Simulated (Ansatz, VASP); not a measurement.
## Two plane-wave programs on Co12Si24B

```
Co Si B
1.0
     0.00000    5.36029    5.36029
     5.36029    0.00000    5.36029
     8.04043    8.04043    0.00000
Co Si B
12 24 1
Cartesian
  -0.0226 0.0325 0.0248
  2.6515 2.7108 0.0317
  5.2782 5.4284 0.0681
  2.8091 -0.1834 2.5521
  5.3008 2.7064 2.7005
  7.9796 5.4079 2.7334
  0.0725 2.6086 2.7437
  2.6343 5.4231 2.7020
  5.3330 8.1107 2.7326
  2.6186 2.6279 5.3245
  5.3630 5.3774 5.3618
  8.0071 8.1959 5.4038
  3.9645 4.0364 4.0081
  1.3703 1.2909 1.3306
  6.6628 6.7408 4.0097
  3.9854 4.0816 1.3992
  9.6317 9.0268 3.7845
  6.6714 6.7796 1.4178
  6.6792 4.0238 6.7016
  4.0513 1.2980 4.0283
  9.3257 6.7614 6.6921
  6.6876 4.0590 4.0645
  12.0296 9.3733 6.7010
  9.3366 6.7025 4.0875
  4.0135 6.6951 6.6531
  1.3025 4.1075 4.0861
  6.6174 9.4211 6.7211
  4.0237 6.7523 4.0691
  9.2909 12.0295 6.6698
  6.6196 9.5052 4.1400
  6.6554 6.7461 9.3723
  4.1162 3.8904 6.6616
  9.3146 9.3934 9.3943
  6.6800 6.7791 6.7316
  12.0619 12.0313 9.4280
  9.3483 9.4706 6.8346
  8.6269 4.8388 -0.5852
```

Alike in both runs: functional PBE; k mesh 1 × 1 × 1; occupations methfessel-paxton of order 1, width 0.1 eV; no spin polarisation.

Ansatz relaxed the structure, and its values are those at the end. VASP's run is a single point on that final structure, the one shown.

```csv
,VASP,Ansatz
version,VASP 6.6.1,Ansatz 0.2.0
potentials or method,"VASP PAW PBE potentials, release 64 (Co, Si, B), cutoff 520 eV",plane-wave PAW DFT
valence electrons in the cell,207,303
```

```csv
,VASP,Ansatz,Ansatz less VASP
rms of the force components (eV/Å),0.008,0.003,-0.0043
```

The functional is the same, so the differences come from potentials, cutoffs and numerics. VASP's potentials hold 207 valence electrons a cell and Ansatz's 303, so a difference there can come from the potentials and not from the codes.
